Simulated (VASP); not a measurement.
# Ti3Si (P6_3mc) in VASP: single point with PBEsol

Aim: the single point of Ti3Si with PBEsol.

Everything below comes from runs of VASP 6.6.1. Logs are shortened: lines on timing, memory, paths and dates and some standing lists are left out, and cuts for length are marked.

## Step 1: The cell of the first run

Symmetry: P6_3mc, No. 186, hexagonal system. Conventional cell: a = 5.584 Å, b = 5.584 Å, c = 4.473 Å, α = 90.00°, β = 90.00°, γ = 120.00°. Ti (site symmetry m) has 4 Si at 2.55 to 2.92 Å and 8 Ti at 2.71 to 2.87 Å within 3.4 Å. Within 3.4 Å of Si (site symmetry 3m) lie 12 Ti at 2.55 to 2.92 Å.

## Step 2: Single point, PBEsol (all Ti atoms moved +0.225 Å, as atom 1 along Cartesian [0 0 1])

The input, INCAR:

```
SYSTEM = Ti3Si
ALGO = Fast
EDIFF = 1E-6
ENCUT = 520
GGA = PS
ISIF = 2
ISMEAR = 0
LASPH = .True.
LCHARG = .True.
LELF = .True.
LREAL = .False.
LVHAR = .True.
LWAVE = .False.
NBANDS = 50
NELM = 80
PREC = Accurate
SIGMA = 0.15
```

The input, KPOINTS:

```
k-points
0
Gamma
  12 12 10
  0 0 0
```

The input, POSCAR:

```
Ti3Si
1.0
    5.5838061708      0.0000000000      0.0000000000
   -2.7919030854      4.8357179938      0.0000000000
    0.0000000000      0.0000000000      4.4732147126
Ti Si
6 2
Direct
    0.3431759318      0.1715879659      0.8002993964
    0.8284120341      0.1715879659      0.8002993964
    0.8284120341      0.6568240682      0.8002993964
    0.6568240682      0.8284120341      0.3002993964
    0.1715879659      0.8284120341      0.3002993964
    0.1715879659      0.3431759318      0.3002993964
    0.3333333333      0.6666666667      0.7500000000
    0.6666666667      0.3333333333      0.2500000000
```

Potentials or basis: VASP PAW PBE potentials, release 64 (Ti_sv, Si).

On the command line:

```console
$ cat potpaw_PBE.64/Ti_sv/POTCAR potpaw_PBE.64/Si/POTCAR > POTCAR
$ mpirun -np 1 vasp_std > vasp.out
```

OUTCAR:

```text
SYSTEM = Ti3Si
   EDIFF = 1E-6
   ENCUT = 520
   GGA = PS
   ISIF = 2
   ISMEAR = 0
   LASPH = .True.
   LREAL = .False.
   NELM = 80
   PREC = Accurate

 ion  position               nearest neighbor table
   1  0.343  0.172  0.800-   8 2.55   2 2.71   3 2.71   6 2.79   6 2.79   5 2.79   5 2.79   7 2.80
                             7 2.80   2 2.87   3 2.87   8 2.92
   2  0.828  0.172  0.800-   8 2.55   1 2.71   3 2.71   6 2.79   6 2.79   4 2.79   4 2.79   7 2.80
                             7 2.80   1 2.87   3 2.87   8 2.92
   3  0.828  0.657  0.800-   8 2.55   2 2.71   1 2.71   4 2.79   4 2.79   5 2.79   5 2.79   7 2.80
                             7 2.80   1 2.87   2 2.87   8 2.92
   4  0.657  0.828  0.300-   7 2.55   5 2.71   6 2.71   3 2.79   3 2.79   2 2.79   2 2.79   8 2.80
                             8 2.80   5 2.87   6 2.87   7 2.92
   5  0.172  0.828  0.300-   7 2.55   4 2.71   6 2.71   3 2.79   3 2.79   1 2.79   1 2.79   8 2.80
                             8 2.80   4 2.87   6 2.87   7 2.92
   6  0.172  0.343  0.300-   7 2.55   5 2.71   4 2.71   1 2.79   1 2.79   2 2.79   2 2.79   8 2.80
                             8 2.80   5 2.87   4 2.87   7 2.92
   7  0.333  0.667  0.750-   5 2.55   4 2.55   6 2.55   3 2.80   1 2.80   2 2.80   2 2.80   3 2.80
                             1 2.80   5 2.92   4 2.92   6 2.92
   8  0.667  0.333  0.250-   2 2.55   1 2.55   3 2.55   6 2.80   4 2.80   5 2.80   5 2.80   6 2.80
                             4 2.80   2 2.92   1 2.92   3 2.92

  LATTYP: Found a hexagonal cell.
 ALAT       =     5.5838061708
 C/A-ratio  =     0.8011049409

  Lattice vectors:

 A1 = (   5.5838061708,   0.0000000000,   0.0000000000)
 A2 = (  -2.7919030854,   4.8357179938,   0.0000000000)
 A3 = (   0.0000000000,   0.0000000000,   4.4732147126)

Analysis of symmetry for initial positions (statically):
=====================================================================
 Subroutine PRICEL returns:
 Original cell was already a primitive cell.

 Routine SETGRP: Setting up the symmetry group for a
 hexagonal supercell.

 Subroutine GETGRP returns: Found 12 space group operations
 (whereof  6 operations were pure point group operations)
 out of a pool of 24 trial point group operations.

The static configuration has the point symmetry C_3v.
 The point group associated with its full space group is C_6v.

Analysis of symmetry for dynamics (positions and initial velocities):
=====================================================================
 Subroutine PRICEL returns:
 Original cell was already a primitive cell.

 Routine SETGRP: Setting up the symmetry group for a
 hexagonal supercell.

 Subroutine GETGRP returns: Found 12 space group operations
 (whereof  6 operations were pure point group operations)
 out of a pool of 24 trial point group operations.

The dynamic configuration has the point symmetry C_3v.
 The point group associated with its full space group is C_6v.

 Subroutine INISYM returns: Found 12 space group operations
 (whereof  6 operations are pure point group operations),
 and found     1 'primitive' translations

----------------------------------------------------------------------------------------

                                     Primitive cell

  volume of cell :     120.7845

  direct lattice vectors                    reciprocal lattice vectors
     5.583806171  0.000000000  0.000000000     0.179089311  0.103397262  0.000000000
    -2.791903085  4.835717994  0.000000000     0.000000000  0.206794524  0.000000000
     0.000000000  0.000000000  4.473214713     0.000000000  0.000000000  0.223552873

  length of vectors
     5.583806171  5.583806171  4.473214713     0.206794524  0.206794524  0.223552873

  position of ions in fractional coordinates (direct lattice)
     0.343175932  0.171587966  0.800299396
     0.828412034  0.171587966  0.800299396
     0.828412034  0.656824068  0.800299396
     0.656824068  0.828412034  0.300299396
     0.171587966  0.828412034  0.300299396
     0.171587966  0.343175932  0.300299396
     0.333333333  0.666666667  0.750000000
     0.666666667  0.333333333  0.250000000

  ion indices of the primitive-cell ions
   primitive index   ion index
                 1           1
                 2           2
                 3           3
                 4           4
                 5           5
                 6           6
                 7           7
                 8           8

----------------------------------------------------------------------------------------

 KPOINTS: k-points

Automatic generation of k-mesh.
 Grid dimensions read from file:
 generate k-points for:   12   12   10

 Generating k-lattice:

  Cartesian coordinates                     Fractional coordinates (reciprocal lattice)
     0.014924109  0.008616438  0.000000000     0.083333333 -0.000000000  0.000000000
     0.000000000  0.017232877  0.000000000     0.000000000  0.083333333  0.000000000
     0.000000000  0.000000000  0.022355287     0.000000000  0.000000000  0.100000000

  Length of vectors
     0.017232877  0.017232877  0.022355287

  Shift w.r.t. Gamma in fractional coordinates (k-lattice)
     0.000000000  0.000000000  0.000000000

 Subroutine IBZKPT returns following result:
 ===========================================

 Found    114 irreducible k-points:

 Following reciprocal coordinates:
            Coordinates               Weight
  0.000000  0.000000  0.000000      1.000000
  0.083333  0.000000  0.000000      6.000000
  0.166667  0.000000  0.000000      6.000000
  0.250000  0.000000  0.000000      6.000000
  0.333333  0.000000  0.000000      6.000000
  0.416667  0.000000  0.000000      6.000000
[... 16 lines left out ...]
  0.250000  0.000000  0.100000     12.000000
  0.333333  0.000000  0.100000     12.000000
 [... further k-points ...]
   k-points           NKPTS =    114   k-points in BZ     NKDIM =    114   number of bands    NBANDS=     50
   number of dos      NEDOS =    301   number of ions     NIONS =      8
   total plane-waves  NPLWV =  63504
   dimension x,y,z NGX =    42 NGY =   42 NGZ =   36
   dimension x,y,z NGXF=    84 NGYF=   84 NGZF=   72
   ions per type =               6   2
   NGX,Y,Z   is equivalent  to a cutoff of  12.50, 12.50, 13.38 a.u.
   NGXF,Y,Z  is equivalent  to a cutoff of  25.01, 25.01, 26.76 a.u.
 SYSTEM =  Ti3Si
   PREC   = accura    normal or accurate (medium, high low for compatibility)
   ISTART =      0    job   : 0-new  1-cont  2-samecut
   ICHARG =      2    charge: 1-file 2-atom 10-const
   ISPIN  =      1    spin polarized calculation?
   LNONCOLLINEAR =      F non collinear calculations
   LSORBIT =      F    spin-orbit coupling
   LASPH  =      T    aspherical Exc in radial PAW
   ENCUT  =  520.0 eV  38.22 Ry    6.18 a.u.  10.38 10.38  8.32*2*pi/ulx,y,z
   NELM   =     80;   NELMIN=  2; NELMDL= -5     # of ELM steps
   EDIFF  = 0.1E-05   stopping-criterion for ELM
   LREAL  =      F    real-space projection
   EDIFFG = 0.1E-04   stopping-criterion for IOM
   NSW    =      0    number of steps for IOM
   IBRION =     -1    ionic relax: 0-MD 1-quasi-New 2-CG
   NFREE  =      0    steps in history (QN), initial steepest desc. (CG)
   ISIF   =      2    stress and relaxation
   ISYM   =      2    0-nonsym 1-usesym 2-fastsym
   POTIM  = 0.5000    time-step for ionic-motion
   TEBEG  =    0.0;   TEEND  =   0.0 temperature during run
   PSTRESS=    0.0 pullay stress
   NELECT =      80.0000    total number of electrons
   NUPDOWN=      -1.0000    fix difference up-down
   EMIN   =  10.00;   EMAX   =-10.00  energy-range for DOS
   EFERMI =   0.00;   METHOD = LEGACY
   ISMEAR =     0;   SIGMA  =   0.15  broadening in eV -4-tet -1-fermi 0-gaus
   EFERMI_NEDOS =   21; number of points for ismear=-14 and -15
   IALGO  =     68    algorithm
   IMIX   =      4    mixing-type and parameters
     AMIX     =   0.40;   BMIX     =  1.00
     AMIX_MAG =   1.60;   BMIX_MAG =  1.00
  volume/ion in A,a.u.               =      15.10       101.89
  Fermi-wavevector in a.u.,A,eV,Ry     =   1.427035  2.696704 27.707278  2.036428
  Thomas-Fermi vector in A             =   2.547247
   LORBIT       =      0    0 simple, 1 ext, 2 COOP (PROOUT), +10 PAW based schemes
   GGA     = PS    functional components
   LHFCALC =     F    Hartree Fock is set to
   AEXX    =    0.0000 exact exchange contribution
   IVDW    =     0    specifies the selected vdW correction
   LEPSILON=     F    determine dielectric tensor
   LRPA    =     F    only Hartree local field effects (RPA)
 non-spin polarized calculation
 RMM-DIIS sequential band-by-band and
 Gauss-broadening in eV      SIGMA  =   0.15
  energy-cutoff  :      520.00
  volume of cell :      120.78
 maximum number of plane-waves:      3305
 NGX is ok and might be reduce to    42
   NGX = 21   NGY = 21   NGZ = 17

 number of electron      80.0000006 magnetization

 Free energy of the ion-electron system (eV)
  ---------------------------------------------------
  ext. energy  EPLUGINS =         0.00000000
  ---------------------------------------------------
  free energy    TOTEN  =       -65.28492075 eV

  energy without entropy =      -65.20617285  energy(sigma->0) =      -65.24554680

 E-fermi :   9.6336     XC(G=0): -11.9962

 val. band max:        9.6333662578   @ k =   0.3333   0.1667   0.1000
 cond. band min:       9.6340566488   @ k =   0.4167   0.0000   0.5000
 fundamental gap:      0.0006903910
 Fermi energy:         9.6336364708

 k-point     1 :       0.0000    0.0000    0.0000
  band No.  band energies     occupation
      1     -46.8122      2.00000
      2     -46.6724      2.00000
      3     -46.6691      2.00000
      4     -46.6691      2.00000
      5     -46.6025      2.00000
      6     -46.6025      2.00000
[... 42 lines left out ...]
     49      11.7667      0.00000
     50      11.8966      0.00000

 k-point     2 :       0.0833    0.0000    0.0000
  band No.  band energies     occupation
      1     -46.8100      2.00000
      2     -46.6735      2.00000
      3     -46.6702      2.00000
      4     -46.6692      2.00000
      5     -46.6025      2.00000
      6     -46.6024      2.00000
[... 42 lines left out ...]
     49      11.8036      0.00000
     50      11.8528      0.00000

 k-point     3 :       0.1667    0.0000    0.0000
  band No.  band energies     occupation
      1     -46.8037      2.00000
      2     -46.6813      2.00000
      3     -46.6694      2.00000
      4     -46.6687      2.00000
      5     -46.6027      2.00000
      6     -46.6022      2.00000
[... 42 lines left out ...]
     49      11.9204      0.00000
     50      12.0302      0.00000

 k-point     4 :       0.2500    0.0000    0.0000
  band No.  band energies     occupation
      1     -46.7936      2.00000
      2     -46.6939      2.00000
      3     -46.6697      2.00000
      4     -46.6657      2.00000
      5     -46.6035      2.00000
      6     -46.6020      2.00000
[... 999 lines left out ...]
 k-point    23 :       0.2500    0.0000    0.1000
  band No.  band energies     occupation
      1     -46.7905      2.00000
      2     -46.6930      2.00000
      3     -46.6680      2.00000
      4     -46.6674      2.00000
      5     -46.6058      2.00000
      6     -46.6036      2.00000
[... 42 lines left out ...]
     49      11.8462      0.00000
     50      11.9921      0.00000

 k-point    24 :       0.3333    0.0000    0.1000
  band No.  band energies     occupation
      1     -46.7775      2.00000
      2     -46.7080      2.00000
      3     -46.6683      2.00000
      4     -46.6640      2.00000
      5     -46.6075      2.00000
      6     -46.6034      2.00000
[... 42 lines left out ...]
     49      11.6995      0.00000
     50      11.9629      0.00000

 [... further k-points ...]

------------------------ aborting loop because EDIFF is reached ----------------------------------------

  FORCE on cell =-STRESS in cart. coord.  units (eV):
  Direction    XX          YY          ZZ          XY          YZ          ZX
  --------------------------------------------------------------------------------------
  -------------------------------------------------------------------------------------
  Total        0.4303402      0.4303402      2.7525423      0.0000000      0.0000000      0.0000000
  in kB        5.7083616      5.7083616     36.5118253      0.0000000      0.0000000      0.0000000
  external PRESSURE =      15.9761828 kB  Pullay stress =       0.0000000 kB

 VOLUME and BASIS-vectors are now :
 -----------------------------------------------------------------------------
  energy-cutoff  :      520.00
  volume of cell :      120.78
      direct lattice vectors                 reciprocal lattice vectors
     5.583806171  0.000000000  0.000000000     0.179089311  0.103397262  0.000000000
    -2.791903085  4.835717994  0.000000000     0.000000000  0.206794524  0.000000000
     0.000000000  0.000000000  4.473214713     0.000000000  0.000000000  0.223552873

 POSITION                                       TOTAL-FORCE (eV/Angst)
 -----------------------------------------------------------------------------------
      1.43717      0.82975      3.57991        -0.193653     -0.111806     -0.654390
      4.14664      0.82975      3.57991         0.193653     -0.111806     -0.654390
      2.79190      3.17622      3.57991         0.000000      0.223611     -0.654390
      1.35473      4.00597      1.34330         0.193653      0.111806     -0.654390
     -1.35473      4.00597      1.34330        -0.193653      0.111806     -0.654390
      0.00000      1.65950      1.34330         0.000000     -0.223611     -0.654390
     -0.00000      3.22381      3.35491         0.000000      0.000000      1.963170
      2.79190      1.61191      1.11830         0.000000      0.000000      1.963170
 -----------------------------------------------------------------------------------
    total drift:                               -0.000000     -0.000001     -0.000720

  FREE ENERGIE OF THE ION-ELECTRON SYSTEM (eV)
  ---------------------------------------------------
  free  energy   TOTEN  =       -65.2849207454 eV

  energy  without entropy=      -65.2061728542  energy(sigma->0) =      -65.24554680
```

Run time: 20 min. Hardware: 1 thread of Intel Xeon 6975P-C (Granite Rapids), shared host; peak memory 0.59 GiB.

What came out:

| Property | Result |
| --- | --- |
| Free energy | -65.2849 eV |
| Pressure | 1.6 GPa |
| Largest force | 1.963 eV/Å |
| Band gap on the k mesh | zero (band 40 reaches 9.82 eV, above the bottom of band 41 at 9.46 eV) |

Forces in eV/Å, atoms in the order of the input:
```
Ti  -0.194 -0.112 -0.654
Ti   0.194 -0.112 -0.654
Ti   0.000  0.224 -0.654
Ti   0.194  0.112 -0.654
Ti  -0.194  0.112 -0.654
Ti   0.000 -0.224 -0.654
Si   0.000  0.000  1.963
Si   0.000  0.000  1.963
```

Levels at points of the mesh, in eV from the Fermi level:
```csv
k point,band 36,band 37,band 38,band 39,band 40,band 41,band 42,band 43,band 44,band 45
"(0.00, 0.00, 0.00)",-1.77,-1.42,-1.42,-0.60,-0.21,0.50,0.54,0.54,0.57,0.57
"(0.50, 0.00, 0.00)",-1.16,-0.97,-0.73,-0.70,0.01,0.30,0.46,0.56,0.86,1.20
"(0.00, 0.00, 0.50)",-1.35,-1.12,-1.12,-0.56,-0.56,-0.01,-0.01,-0.01,-0.01,1.61
"(0.50, 0.00, 0.50)",-0.69,-0.51,-0.51,-0.30,-0.30,0.01,0.01,0.53,0.53,1.13
```

Caveat: the cell differs from its parent crystal (all Ti atoms moved +0.225 Å, as atom 1 along Cartesian [0 0 1]); the PAW data sets were made with another functional, which shifts forces and pressure a little.
